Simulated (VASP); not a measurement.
# MgO: single point with r2SCAN

The system is MgO.

```
CELL_PARAMETERS angstrom
0.00000 2.08115 2.11543
2.08115 0.00000 2.11543
2.08115 2.08115 0.00000
ATOMIC_POSITIONS crystal
Mg 0.00000 0.00000 0.00000
O 0.50000 0.50000 0.50000
```

This cell differs from its parent crystal: epitaxial xy strain -1.0%.

| Item | Value |
| --- | --- |
| Program | VASP 6.6.1 |
| Task | single point |
| Functional | r2SCAN |
| Potentials or basis | VASP PAW PBE potentials, release 64 (Mg_sv, O) |
| Cutoff | 920 eV |
| k mesh | 10 × 10 × 10 |
| Occupations | gaussian, width 0.01 eV |
| Spin | no spin polarisation |

```json
{"Pressure": "3.0 GPa", "Band gap on the k mesh": "5.82 eV"}
```

Stress tensor (GPa, compression positive):
```
4.29 0.00 0.00
0.00 4.29 0.00
0.00 0.00 0.41
```

Levels at points of the mesh, in eV from the valence-band top:
```csv
k point,band 6,band 7,band 8,band 9,band 10,band 11
"(0.00, 0.00, 0.00)",-0.03,-0.03,0.00,5.82,16.84,17.02
"(0.50, 0.00, 0.00)",-4.71,-0.74,-0.70,8.94,14.05,17.51
"(0.50, 0.50, 0.00)",-4.21,-1.37,-1.37,10.17,11.37,14.36
"(0.50, 0.00, 0.50)",-4.15,-1.49,-1.39,9.99,11.34,14.58
```

It took 4.2 min on 1 thread of Intel(R) Xeon(R) 6975P-C (Granite Rapids), on a shared host, peak memory 0.21 GiB.

Caveat: the cell differs from its parent crystal (epitaxial xy strain -1.0%); the PAW data sets were made with another functional, which shifts forces and pressure a little.
